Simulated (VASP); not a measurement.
# Ru (Pm-3m) in VASP: notebook, part 2 of 2

VASP 6.6.1. Earlier steps stand in the parts before.

## 5. Single point, r2SCAN (volume scaled by 0.96)

The input, POSCAR:

```
Ru
1.0
    2.4577692522      0.0000000000      0.0000000000
    0.0000000000      2.4577692522      0.0000000000
    0.0000000000      0.0000000000      2.4577692522
Ru
1
Direct
    0.0000000000      0.0000000000      0.0000000000
```

The input, INCAR.step1:

```
PREC = Accurate
ENCUT = 520
ISMEAR = -1
SIGMA = 0.1
LREAL = F
LASPH = T
NELM = 80
NBANDS = 13
GGA = PE
ALGO = Normal
EDIFF = 1E-4
LWAVE = T
LCHARG = F
```

The input, INCAR.step2:

```
PREC = Accurate
ENCUT = 520
EDIFF = 1E-6
ISMEAR = -1
SIGMA = 0.1
LREAL = F
LASPH = T
NELM = 80
ALGO = Normal
ISIF = 2
LWAVE = F
LCHARG = F
METAGGA = R2SCAN
LMIXTAU = T
NBANDS = 13
ISTART = 1
```

The input, KPOINTS:

```
regular mesh
0
Gamma
  14 14 14
```

Potentials or basis: VASP PAW PBE potentials, release 64 (Ru_pv).

Launch:

```sh
$ cat potpaw_PBE.64/Ru_pv/POTCAR > POTCAR
$ cp INCAR.step1 INCAR
$ mpirun -np 1 vasp_std > vasp.out
$ cp INCAR.step2 INCAR
$ mpirun -np 1 vasp_std > vasp.out
```

OUTCAR:

```text
PREC = Accurate
   ENCUT = 520
   EDIFF = 1E-6
   ISMEAR = -1
   LREAL = F
   LASPH = T
   NELM = 80
   ISIF = 2
   METAGGA = R2SCAN
   ISTART = 1

 ion  position               nearest neighbor table
   1  0.000  0.000  0.000-

  LATTYP: Found a simple cubic cell.
 ALAT       =     2.4577692522

  Lattice vectors:

 A1 = (   2.4577692522,   0.0000000000,   0.0000000000)
 A2 = (   0.0000000000,   2.4577692522,   0.0000000000)
 A3 = (   0.0000000000,   0.0000000000,   2.4577692522)

Analysis of symmetry for initial positions (statically):
=====================================================================
 Subroutine PRICEL returns:
 Original cell was already a primitive cell.

 Routine SETGRP: Setting up the symmetry group for a
 simple cubic supercell.

 Subroutine GETGRP returns: Found 48 space group operations
 (whereof 48 operations were pure point group operations)
 out of a pool of 48 trial point group operations.

The static configuration has the point symmetry O_h .

Analysis of symmetry for dynamics (positions and initial velocities):
=====================================================================
 Subroutine PRICEL returns:
 Original cell was already a primitive cell.

 Routine SETGRP: Setting up the symmetry group for a
 simple cubic supercell.

 Subroutine GETGRP returns: Found 48 space group operations
 (whereof 48 operations were pure point group operations)
 out of a pool of 48 trial point group operations.

The dynamic configuration has the point symmetry O_h .

 Subroutine INISYM returns: Found 48 space group operations
 (whereof 48 operations are pure point group operations),
 and found     1 'primitive' translations

----------------------------------------------------------------------------------------

                                     Primitive cell

  volume of cell :      14.8465
[... 111 lines left out ...]
   LORBIT       =      0    0 simple, 1 ext, 2 COOP (PROOUT), +10 PAW based schemes
   METAGGA = R2SCAN    functional components
   LHFCALC =     F    Hartree Fock is set to
   AEXX    =    0.0000 exact exchange contribution
   IVDW    =     0    specifies the selected vdW correction
   LEPSILON=     F    determine dielectric tensor
   LRPA    =     F    only Hartree local field effects (RPA)
 non-spin polarized calculation
  energy-cutoff  :      520.00
  volume of cell :       14.85
 maximum number of plane-waves:       432
   NGX =  9   NGY =  9   NGZ =  9

 number of electron      14.0000006 magnetization

 Free energy of the ion-electron system (eV)
  ---------------------------------------------------
  ext. energy  EPLUGINS =         0.00000000
  ---------------------------------------------------
  free energy    TOTEN  =       -24.25679533 eV

  energy without entropy =      -24.21092701  energy(sigma->0) =      -24.23386117

 E-fermi :  11.4863     XC(G=0): -14.4528

 val. band max:       11.4790442266   @ k =   0.2857   0.0714   0.0714
 cond. band min:      11.5201089726   @ k =   0.4286   0.4286   0.2857
 fundamental gap:      0.0410647459
 Fermi energy:        11.4862594362

 k-point     1 :       0.0000    0.0000    0.0000
  band No.  band energies     occupation
      1     -32.2760      2.00000
      2     -32.2760      2.00000
      3     -32.2760      2.00000
      4       3.7737      2.00000
      5       5.3754      2.00000
      6       5.3754      2.00000
      7      13.3563      0.00000
      8      13.3563      0.00000
      9      13.3563      0.00000
     10      20.5033      0.00000
     11      29.5083      0.00000
     12      29.5083      0.00000
     13      29.5083      0.00000
[... 354 lines left out ...]
  band No.  band energies     occupation
      1     -33.3315      2.00000
      2     -32.7066      2.00000
      3     -32.1302      2.00000
      4       6.4111      2.00000
      5       7.1278      2.00000
      6       8.9197      2.00000
      7      11.0331      1.97870
      8      12.3953      0.00023
      9      12.4492      0.00013
     10      20.5024      0.00000
     11      21.8699      0.00000
     12      28.4013      0.00000
     13      31.6520      0.00000

 [... further k-points ...]

------------------------ aborting loop because EDIFF is reached ----------------------------------------

  FORCE on cell =-STRESS in cart. coord.  units (eV):
  Direction    XX          YY          ZZ          XY          YZ          ZX
  --------------------------------------------------------------------------------------
  -------------------------------------------------------------------------------------
  Total        1.1656918      1.1656918      1.1656918      0.0000000      0.0000000      0.0000000
  in kB      125.7972076    125.7972076    125.7972076      0.0000000      0.0000000      0.0000000
  external PRESSURE =     125.7972076 kB  Pullay stress =       0.0000000 kB

 VOLUME and BASIS-vectors are now :
 -----------------------------------------------------------------------------
  energy-cutoff  :      520.00
  volume of cell :       14.85
      direct lattice vectors                 reciprocal lattice vectors
     2.457769252  0.000000000  0.000000000     0.406873021  0.000000000  0.000000000
     0.000000000  2.457769252  0.000000000     0.000000000  0.406873021  0.000000000
     0.000000000  0.000000000  2.457769252     0.000000000  0.000000000  0.406873021

 POSITION                                       TOTAL-FORCE (eV/Angst)
 -----------------------------------------------------------------------------------
      0.00000      0.00000      0.00000         0.000000      0.000000      0.000000
 -----------------------------------------------------------------------------------
    total drift:                                0.000000      0.000000      0.000000

  FREE ENERGIE OF THE ION-ELECTRON SYSTEM (eV)
  ---------------------------------------------------
  free  energy   TOTEN  =       -24.2567953303 eV

  energy  without entropy=      -24.2109270128  energy(sigma->0) =      -24.23386117
```

Run time: 23 s. Hardware: 1 thread of Intel Xeon 6975P-C (Granite Rapids), shared host; peak memory 0.13 GiB.

Results:

```
Free energy            : -24.2568 eV
Pressure               : 12.6 GPa
Band gap on the k mesh : zero (band 7 reaches 15.68 eV, above the bottom of band 8 at 10.61 eV)
```

Levels at points of the mesh, in eV from the Fermi level:
```csv
k point,band 5,band 6,band 7,band 8,band 9,band 10
"(0.00, 0.00, 0.00)",-6.11,-6.11,1.87,1.87,1.87,9.02
"(0.50, 0.00, 0.00)",-4.91,-1.13,-1.13,-0.19,2.16,8.32
"(0.50, 0.50, 0.00)",-4.05,-0.54,-0.54,4.00,6.23,6.23
"(0.50, 0.50, 0.50)",-5.39,-5.39,4.20,4.20,9.02,9.72
```

Caveat: the PAW data sets were made with another functional, which shifts forces and pressure a little.

## 6. Summary

```tsv
cell	k mesh	gap on the mesh (eV)	pressure (GPa)
a = 2.491 Å, 1 atom	13 × 13 × 13	none	1.3
a = 2.388 Å, 1 atom	14 × 14 × 14	none	43.9
a = 2.423 Å, 1 atom	14 × 14 × 14	none	26.5
a = 2.458 Å, 1 atom	14 × 14 × 14	none	12.6
```

Alike in all rows: task single point; level r2SCAN; potentials or basis VASP PAW PBE potentials, release 64 (Ru_pv); no spin polarisation; cutoff (eV) 520; smearing fermi-dirac 0.1 eV.

Caveats: the PAW data sets were made with another functional, which shifts forces and pressure a little.

Absolute energies hang on the potentials; compare differences alone.
